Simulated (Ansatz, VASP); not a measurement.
Ge: VASP beside Ansatz

File INCAR:

```
PREC = Accurate ; ENCUT = 520
EDIFF = 1E-6 ; ISMEAR = 0
SIGMA = 0.2 ; LREAL = False
LASPH = True ; NELM = 100
ALGO = Normal ; ISIF = 2
LWAVE = False ; LCHARG = False
GGA = PE ; NBANDS = 66
```

KPOINTS

```
Automatic mesh
0
Gamma
  4 4 4
```

POSCAR

```
Ge
1.0
    3.5208990000     -4.0762159000      0.0000000000
    3.5208990000      4.0762159000      0.0000000000
    0.0000000000      0.0000000000      7.0656769000
Ge
8
Direct
    0.3122730000      0.0453390000      0.4111820000
    0.4546610000      0.1877270000      0.0888180000
    0.0453390000      0.3122730000      0.5888180000
    0.1877270000      0.4546610000      0.9111820000
    0.9546610000      0.6877270000      0.4111820000
    0.6877270000      0.9546610000      0.5888180000
    0.8122730000      0.5453390000      0.0888180000
    0.5453390000      0.8122730000      0.9111820000
```

Input for Ansatz:

```yaml
crystal:
  lattice:
    - [3.520899, -4.0762159, 0.0]
    - [3.520899, 4.0762159, 0.0]
    - [0.0, 0.0, 7.0656769]
  atoms:
    - { symbol: Ge, position: [0.312273, 0.045339, 0.411182] }
    - { symbol: Ge, position: [0.454661, 0.187727, 0.088818] }
    - { symbol: Ge, position: [0.045339, 0.312273, 0.588818] }
    - { symbol: Ge, position: [0.187727, 0.454661, 0.911182] }
    - { symbol: Ge, position: [0.954661, 0.687727, 0.411182] }
    - { symbol: Ge, position: [0.687727, 0.954661, 0.588818] }
    - { symbol: Ge, position: [0.812273, 0.545339, 0.088818] }
    - { symbol: Ge, position: [0.545339, 0.812273, 0.911182] }
basis:
  ecutwfc: 420
kpoints:
  mp_grid: { grid: [4, 4, 4] }
hamiltonian:
  xc: pbe
scf:
  occupations: { method: gaussian, width: 0.2 }
  lower_state_search: "off"
output:
  forces: true
  stress: true
  eigenvalues: true
```

Alike in both runs: task single point; functional PBE; k mesh 4 × 4 × 4; occupations gaussian, width 0.2 eV; no spin polarisation.

```csv
,VASP,Ansatz
version,VASP 6.6.1,Ansatz 0.2.0
potentials or method,"VASP PAW PBE potentials, release 64 (Ge_d), cutoff 520 eV","scalar-relativistic, plane waves, PAW"
valence electrons in the cell,112,112
```

|  | VASP | Ansatz | Ansatz less VASP |
| --- | --- | --- | --- |
| pressure (GPa) | 0.0 | 0.1 | +0.04 |
| traceless stress, the component that is largest in VASP (GPa) | 0.05 | 0.05 | +0.002 |
| rms of the force components (eV/Å) | 0.009 | 0.009 | +0.0004 |

Atom by atom the forces differ by 0.001 eV/Å (rms over components). The functional is the same, so the differences come from potentials, cutoffs and numerics.
